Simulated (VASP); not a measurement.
Crystal: TaN.

```
CELL_PARAMETERS angstrom
0.00000 2.15721 2.17900
2.15721 0.00000 2.17900
2.15721 2.15721 0.00000
ATOMIC_POSITIONS crystal
Ta 0.50000 0.50000 0.50000
N 0.00000 0.00000 0.00000
```

This cell differs from its parent crystal: strain -0.0100 x Voigt [1, 1, 0, 0, 0, 0].

Base run:

```yaml
Program: VASP 6.6.1
Functional: PBEsol
Potentials_or_basis: VASP PAW PBE potentials, release 64 (Ta_pv, N)
Cutoff: 520 eV
k_mesh: 18 × 18 × 18
Occupations: gaussian, width 0.15 eV
Spin: no spin polarisation
```

Its results: band gap on the k mesh zero (band 8 reaches 11.94 eV, above the bottom of band 9 at 7.70 eV); pressure 13.6 GPa.

**Question.** The run is repeated on the same cell with these changes: potentials or basis from VASP PAW PBE potentials, release 64 (Ta_pv, N) to VASP PAW PBE potentials, release 64 (Ta_sv_GW, N); cutoff from 520 eV to 600 eV; further incar settings from ALGO = Normal; EDIFF = 1e-07; NBANDS = 15 to ALGO = Normal; EDIFF = 1e-06; NBANDS = 16; valence electrons from 16 to 18. What comes out?

**Answer.** Band gap on the k mesh zero (band 9 reaches 16.42 eV, above the bottom of band 10 at 12.17 eV); pressure 12.6 GPa.

Caveats: the PAW data sets were made with another functional, which shifts forces and pressure a little; spin-orbit coupling is left out, which moves the levels of the heavy elements.
